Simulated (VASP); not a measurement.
Here is a VASP 6.6.1 calculation.

Contents of INCAR:

```
SYSTEM = H2CO
PREC = Accurate ; ENCUT = 520
EDIFF = 1E-6 ; ISMEAR = -1
SIGMA = 0.02 ; LREAL = Auto
LASPH = .TRUE. ; NELM = 80
ALGO = Normal ; ISIF = 2
LWAVE = .FALSE. ; LCHARG = .TRUE.
GGA = PE ; IVDW = 12
LELF = .TRUE. ; LVHAR = .TRUE.
NBANDS = 70
```

Contents of KPOINTS:

```
regular mesh
0
G
  1 1 1
  0 0 0
```

The input POSCAR:

```
H2CO
1.0
    8.7538210000      0.0000000000      0.0000000000
    0.0000000000      8.7538210000      0.0000000000
    0.0000000000      0.0000000000      8.7538210000
C O H
8 8 16
Direct
    0.5561114398      0.7529740441      0.5498741635
    0.3516293056      0.2164426255      0.4459195590
    0.2881370318      0.8813179982      0.8069847441
    0.1336787672      0.5916959006      0.3849518970
    0.5679576953      0.6725291733      0.1684864244
    0.7667737323      0.2931748319      0.1228377871
    0.2886510930      0.4415443268      0.9457812765
    0.9336494315      0.0850371512      0.7055775986
    0.4287270667      0.7296013935      0.5454760841
    0.6843411580      0.7888783652      0.5543864788
    0.3308041140      0.0845002428      0.4640030908
    0.3694615186      0.3411081858      0.4029668873
    0.1784363651      0.8291008007      0.7373123120
    0.3881505002      0.9265439629      0.8802213342
    0.0987568743      0.5059961816      0.4881868158
    0.1681665641      0.6768358640      0.2846185683
    0.6181871893      0.6870828179      0.0615388412
    0.5939234992      0.5787415575      0.2409576344
    0.4370777058      0.6636416258      0.1607298116
    0.5883145200      0.7779574200      0.2494453565
    0.7586401413      0.2804375369      0.2529409729
    0.7207595403      0.4130082166      0.1128193048
    0.6956847758      0.1980849277      0.0830266006
    0.8897371788      0.2964419766      0.1011444031
    0.3505097945      0.3530229828      1.0173842942
    0.2115990263      0.3784747255      0.8679752533
    0.3860714081      0.4958520399      0.8906624890
    0.2168424509      0.5193046556      1.0094791749
    0.9989580550      0.1425434676      0.8007017735
    0.8121253565      0.1073816794      0.7257859168
    0.9426169441     -0.0350589760      0.7010310126
    0.9641960922      0.1174915503      0.5902679527
```

Potentials or basis: VASP PAW PBE potentials, release 64 (C, O, H).

Launch:

```sh
$ cat potpaw_PBE.64/C/POTCAR potpaw_PBE.64/O/POTCAR potpaw_PBE.64/H/POTCAR > POTCAR
$ mpirun -np 1 vasp_gam > vasp.out
```

(1) What does it give for the dispersion energy per atom?

(2) What does it give for the band gap on the k mesh?

(3) Predict the pressure.

(4) Predict the largest force.

## Answers

(1) -0.026 eV.

(2) 6.28 eV.

(3) -0.3 GPa.

(4) 6.209 eV/Å.

Caveat: the k points lie up to 0.72 Å⁻¹ apart.
